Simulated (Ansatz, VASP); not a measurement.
One calculation of Na, two programs

File INCAR:

```
AGGAC    = 1.0          
AGGAX    = 1.0          
ALDAC    = 0.0          
ALDAX    = 1.0          
ALGO     = Normal         # electronic algorithm
EDIFF    = 1E-6           # SCF threshold, eV
ENCUT    = 520            # plane-wave cutoff, eV
GGA      = B5             # functional
ISIF     = 2              # what is computed and relaxed
ISMEAR   = -1             # smearing method
LASPH    = T              # aspherical terms in the spheres
LCHARG   = F              # write CHGCAR
LREAL    = F              # projectors in reciprocal space
LWAVE    = F              # write WAVECAR
NBANDS   = 10             # bands
NELM     = 60             # most SCF steps
PREC     = Accurate       # precision mode
SIGMA    = 0.1            # smearing width, eV
```

KPOINTS

```
k-points
0
Gamma
  17 17 17
```

File POSCAR:

```
Na
1.0
   -2.1585945384      2.1585945384      2.1585945384
    2.1585945384     -2.1585945384      2.1585945384
    2.1585945384      2.1585945384     -2.1585945384
Na
1
Direct
    0.0000000000      0.0000000000      0.0000000000
```

Input for Ansatz:

```yaml
crystal:
  lattice:
    - [-2.1585945187, 2.1585945187, 2.1585945187]
    - [2.1585945187, -2.1585945187, 2.1585945187]
    - [2.1585945187, 2.1585945187, -2.1585945187]
  atoms:
    - { symbol: Na, position: [0.0, 0.0, 0.0] }
hamiltonian:
  xc: blyp
  pseudopotentials:
    kind: paw
    azcp:
      Na: "pseudopotentials/Na.paw.azcp"
basis:
  ecutwfc: 420
  fft_grid_basis: typed
kpoints:
  mp_grid: { grid: [17, 17, 17], shift: [0, 0, 0] }
magnetization:
  spin_polarized: false
scf:
  occupations: { method: fermi_dirac, width: 0.1 }
output:
  stress: true
```

Alike in both runs: task single point; functional BLYP; k mesh 17 × 17 × 17; occupations fermi-dirac, width 0.1 eV; no spin polarisation.

|  | VASP | Ansatz |
| --- | --- | --- |
| version | VASP 6.6.1 | Ansatz 0.2.0 |
| potentials or method | VASP PAW PBE potentials, release 64 (Na_pv), cutoff 520 eV | plane waves (420 eV) with PAW, scalar-relativistic |
| valence electrons in the cell | 7 | 9 |

|  | VASP | Ansatz | Ansatz less VASP |
| --- | --- | --- | --- |
| pressure (GPa) | -0.5 | -0.5 | +0.02 |

VASP's potentials were made for PBE, not for BLYP. VASP's potentials hold 7 valence electrons a cell and Ansatz's 9, so a difference there can come from the potentials and not from the codes.
